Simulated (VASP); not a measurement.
Set up this calculation in VASP 6.6.1, as the native input.

```yaml
Task: single point
Functional: LDA
Potentials_or_basis: VASP PAW LDA potentials, release 64 (V_sv, H)
Cutoff: 520 eV
k_mesh: 15 × 15 × 15
Occupations: fermi-dirac, width 0.05 eV
Spin: collinear spin, ferromagnetic start
Starting_moments: "[1.5, 0.0, 0.0] μB"
Dipole_correction: no
Further_INCAR_settings: ALGO = Normal; EDIFF = 1e-06; NBANDS = 18
```

The structure of VH2 lies in POSCAR:

```
VH2
1.0
    0.0000000000      2.1355000000      2.1355000000
    2.1355000000      0.0000000000      2.1355000000
    2.1355000000      2.1355000000      0.0000000000
V H
1 2
Direct
    0.0000000000      0.0000000000      0.0000000000
    0.2500000000      0.2500000000      0.2500000000
    0.7500000000      0.7500000000      0.7500000000
```

One way to write it, as run:

INCAR

```
SYSTEM = VH2
PREC = Accurate
ENCUT = 520
EDIFF = 1E-6
ISMEAR = -1
SIGMA = 0.05
LREAL = .FALSE.
LASPH = .TRUE.
NELM = 150
ALGO = Normal
ISIF = 2
LWAVE = .FALSE.
LCHARG = .FALSE.
ISPIN = 2
MAGMOM = 1.5 0 0
LORBIT = 11
LMAXMIX = 4
GGA = CA
NBANDS = 18
```

KPOINTS

```
Automatic mesh
0
G
  15 15 15
  0 0 0
```

Potentials or basis: VASP PAW LDA potentials, release 64 (V_sv, H).

The run is started by

```bash
$ cat potpaw_LDA.64/V_sv/POTCAR potpaw_LDA.64/H/POTCAR > POTCAR
$ mpirun -np 1 vasp_std > vasp.out
```

Results of the run:

The pressure is -15.9 GPa and the net moment is 0.00 μB per cell. The valence electrons inside the program's atomic spheres are V 11.61; H 0.58.

Caveat: the cell stands under tension.

It took 96 s on 1 thread of Intel Xeon 8259CL, with other jobs on the host, peak memory 0.18 GiB.
